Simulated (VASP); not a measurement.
Input of a VASP 6.6.1 run:

File INCAR:

```
SYSTEM = Be4S
PREC = Accurate ; ENCUT = 600
EDIFF = 1E-7 ; ISMEAR = 0
SIGMA = 0.1 ; LREAL = .FALSE.
LASPH = .TRUE. ; NELM = 80
ALGO = Normal ; ISIF = 3
LWAVE = .FALSE. ; LCHARG = .FALSE.
GGA = PE ; IBRION = 2
NSW = 100 ; EDIFFG = -0.01
```

The input KPOINTS:

```
regular mesh
0
G
  12 12 12
  0 0 0
```

Contents of POSCAR:

```
Be4S
1.0
   -2.2454851889      2.2454851889      2.9151963288
    2.2454851889     -2.2454851889      2.9151963288
    2.2454851889      2.2454851889     -2.9151963288
Be S
4 1
Direct
    0.3338045245      0.3338045245      0.0000000000
    0.6661954755      0.6661954755      0.0000000000
    0.5000000000      0.0000000000      0.5000000000
    0.0000000000      0.5000000000      0.5000000000
    0.0000000000      0.0000000000      0.0000000000
```

Potentials or basis: VASP PAW PBE potentials, release 64 (Be, S).

The run is started by

```sh
$ cat potpaw_PBE.64/Be/POTCAR potpaw_PBE.64/S/POTCAR > POTCAR
$ mpirun -np 1 vasp_std > vasp.out
```

(1) What does it give for the band gap on the k mesh?

(2) Predict the relaxed volume.

(3) Predict the space group after relaxing (to 0.1 Å).

Answers

(1) zero (bands 7 and 8 overlap by 2.38 eV).

(2) 11.79 Å³/atom.

(3) I4/mmm (No. 139).
